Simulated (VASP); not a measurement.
Write the native input for VASP 6.6.1 that does the following.

- Task: single point
- Functional: PBE
- Dispersion: D3(BJ)
- Potentials or basis: VASP PAW PBE potentials, release 64 (Al, Si)
- Cutoff: 520 eV
- k mesh: 5 × 4 × 1
- Occupations: gaussian, width 0.1 eV
- Spin: no spin polarisation
- Dipole correction: yes
- Further INCAR settings: LREAL = Auto; ALGO = Normal; EDIFF = 1e-06; NBANDS = 56

The structure of Al24Si lies in POSCAR:

```
Al24Si
1.0
    5.6324246406      0.0000000000      0.0000000000
    0.0000000000      7.9654513158      0.0000000000
    0.0000000000      0.0000000000     26.0405308008
Al Si
24 1
Direct
    0.2499999716      0.2500000215      0.3264142373
    0.2499999716      0.7499999389      0.3264142373
    0.7499999147      0.2500000215      0.3264142373
    0.7499999147      0.7499999389      0.3264142373
    0.4999999431      0.5000000429      0.3804878662
    0.4999999431      0.0000000000      0.3804878662
    0.0000000000      0.5000000429      0.3804878662
    0.0000000000      0.0000000000      0.3804878662
    0.7499999147      0.7499999389      0.4345614952
    0.7499999147      0.2500000215      0.4345614952
    0.2499999716      0.7499999389      0.4345614952
    0.2499999716      0.2500000215      0.4345614952
    0.0023377144      0.0082154792      0.4911700187
    0.0023465915      0.4917933516      0.4911680602
    0.4973896996      0.0082090766      0.4911598806
    0.4973962687      0.4918011353      0.4911639128
    0.2498108878      0.2500998275      0.5578324079
    0.2497787525      0.7499785967      0.5413624287
    0.7498624961      0.2500666844      0.5509563576
    0.7497160228      0.7499926574      0.5413184588
    0.5045116768      0.5142394119      0.6010630551
    0.5044846902     -0.0141593986      0.6010141698
   -0.0050928333      0.5142768234      0.6010483857
   -0.0050901702     -0.0141850092      0.6010123265
    0.2499360559      0.7500773984      0.6413501755
```

The input as run:

INCAR

```
SYSTEM = Al24Si
PREC = Accurate
ENCUT = 520
EDIFF = 1E-6
ISMEAR = 0
SIGMA = 0.1
LREAL = Auto
LASPH = .TRUE.
NELM = 80
ALGO = Normal
ISIF = 2
LWAVE = .FALSE.
LCHARG = .FALSE.
LDIPOL = .TRUE.
IDIPOL = 3
DIPOL = 0.5 0.5 0.471
GGA = PE
IVDW = 12
NBANDS = 56
```

KPOINTS

```
Automatic mesh
0
G
  5 4 1
  0 0 0
```

Potentials or basis: VASP PAW PBE potentials, release 64 (Al, Si).

Run with:

```bash
$ cat potpaw_PBE.64/Al/POTCAR potpaw_PBE.64/Si/POTCAR > POTCAR
$ mpirun -np 1 vasp_std > vasp.out
```

It gave:

- Largest force: 0.363 eV/Å
- Band gap on the k mesh: zero (bands 38 and 39 overlap by 0.63 eV)
- Dispersion energy per atom: -0.254 eV

It took 14 min on 1 thread of Intel(R) Xeon(R) 6975P-C (Granite Rapids), with other jobs on the host, peak memory 1.1 GiB.
